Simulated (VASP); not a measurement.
As, 2 atoms in the cell. Symmetry: P6_3/mmc, No. 194, hexagonal system. Conventional cell: a = 3.003 Å, b = 3.003 Å, c = 4.865 Å, α = 90.00°, β = 90.00°, γ = 120.00°. Within 3.9 Å of As (site symmetry -6m2) lie 12 As at 2.99 to 3.00 Å. 

* Program: VASP 6.6.1
* Task: relaxation of cell and atoms
* Functional: PBEsol
* Potentials or basis: VASP PAW PBE potentials, release 64 (As)
* Cutoff: 600 eV
* k mesh: 14 × 14 × 8
* Occupations: fermi-dirac, width 0.08 eV
* Spin: no spin polarisation
* Dipole correction: no
* Further INCAR settings: ALGO = Normal; EDIFF = 1e-06; IBRION = 2; EDIFFG = -0.005; NSW = 60; ISIF = 3

Potentials or basis: VASP PAW PBE potentials, release 64 (As).

The run is started by

```sh
$ cat potpaw_PBE.64/As/POTCAR > POTCAR
$ mpirun -np 1 vasp_std > vasp.out
```

Hardware: 1 thread of AMD EPYC 9R45 (Zen 5) (shared host).

Question: How long does it take, and how much memory?

Answer: It took 2.6 min on 1 thread of AMD EPYC 9R45 (Zen 5), on a shared host, peak memory 0.16 GiB. Counts: scf iterations 50, k points 120, ion steps 11.
